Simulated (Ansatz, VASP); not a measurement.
Au: VASP beside Ansatz

Contents of INCAR:

```
SYSTEM = Au
  PREC = Accurate
  ENCUT = 600
  EDIFF = 1E-7
  ISMEAR = -1
  SIGMA = 0.05
  LREAL = .FALSE.
  LASPH = .TRUE.
  NELM = 60
  ALGO = Normal
  ISIF = 3
  LWAVE = .FALSE.
  LCHARG = .FALSE.
  GGA = RE
  IVDW = 12
  IBRION = 2
  NSW = 60
  EDIFFG = -0.01
```

File KPOINTS:

```
regular mesh
0
G
  10 10 10
  0 0 0
```

File POSCAR:

```
Au
1.0
    2.7484100000      0.0000000000      0.0000000000
    0.0000000000      2.7484100000      0.0000000000
    0.0000000000      0.0000000000      2.7484100000
Au
1
Direct
    0.5000000000      0.5000000000      0.5000000000
```

Contents of input.yaml:

```yaml
crystal:
  lattice:
    - [2.74841, 0.0, 0.0]
    - [0.0, 2.74841, 0.0]
    - [0.0, 0.0, 2.74841]
  atoms:
    - { symbol: Au, position: [0.5, 0.5, 0.5] }
hamiltonian:
  xc: revpbe
  pseudopotentials: { kind: paw }
  dispersion: d3bj
kpoints:
  mp_grid: { grid: [10, 10, 10] }
scf:
  occupations: { method: fermi_dirac, width: 0.05 }
output:
  forces: true
  stress: true
  eigenvalues: true
relax:
  f_tol: 0.01
  max_steps: 40
  cell: { stress_tol: 0.05 }
```

Alike in both runs: task relaxation of cell and atoms; functional revPBE; dispersion D3(BJ); k mesh 10 × 10 × 10; occupations fermi-dirac, width 0.05 eV; no spin polarisation.

```csv
,VASP,Ansatz
version,VASP 6.6.1,Ansatz 0.2.0
potentials or method,"VASP PAW PBE potentials, release 64 (Au)",Ansatz PAW
plane-wave cutoff (eV),600,420
valence electrons in the cell,11,19
```

|  | VASP | Ansatz | Ansatz less VASP |
| --- | --- | --- | --- |
| gap on the k mesh at the Fermi level, each at its own relaxed structure (eV) | none | none | - |
| relaxed volume (Å³/atom) | 19.71 | 19.73 | +0.014 |
| relaxed cell length with the largest relative difference (Å) | 2.701 | 2.702 | +0.0006 |

VASP's potentials were made for PBE, not for revPBE. A gap of «none» marks a metal or a gap that the smearing closes. VASP's potentials hold 11 valence electrons a cell and Ansatz's 19, so a difference there can come from the potentials and not from the codes.

Neither program's run includes spin-orbit coupling. Noted on Ansatz's run: the plane-wave basis is chosen anew once the cell has moved, so the energies of steps on either side of that aren't comparable.
